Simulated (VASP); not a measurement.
A run of VASP 6.6.1 is set up as follows.

The input INCAR:

```
SYSTEM = SrTlW
ALGO = Fast
EDIFF = 1E-6
ENCUT = 520
GGA = PE
ISIF = 2
ISMEAR = 0
LASPH = .TRUE.
LCHARG = .TRUE.
LELF = .TRUE.
LREAL = .FALSE.
LVHAR = .TRUE.
LWAVE = .FALSE.
NBANDS = 26
NELM = 80
PREC = Accurate
SIGMA = 0.1
```

File KPOINTS:

```
k-points
0
G
  4 4 4
  0 0 0
```

POSCAR

```
SrTlW
1.0
    4.1195546800      0.0000000000      0.0000000000
    0.0000000000      4.1195546800      0.0000000000
    0.0000000000      0.0000000000      5.5967385700
Sr Tl W
1 1 1
Direct
    0.0000000000      0.0000000000      0.0000000000
    0.5000000000      0.5000000000      0.5000000000
    0.5000000000      0.5000000000      0.0000000000
```

Potentials or basis: VASP PAW PBE potentials, release 64 (Sr_sv, Tl_d, W_sv).

The run is started by

```bash
$ cat potpaw_PBE.64/Sr_sv/POTCAR potpaw_PBE.64/Tl_d/POTCAR potpaw_PBE.64/W_sv/POTCAR > POTCAR
$ mpirun -np 1 vasp_std > vasp.out
```

(1) Estimate the pressure.

(2) Estimate the band gap on the k mesh.

## Answers

(1) 2.1 GPa.

(2) zero (an odd number of electrons rules out a gap without spin polarisation).

Caveat: the k points lie up to 0.38 Å⁻¹ apart, too coarse for converged energies and pressures of a metal; spin-orbit coupling is left out, which moves the levels of the heavy elements.
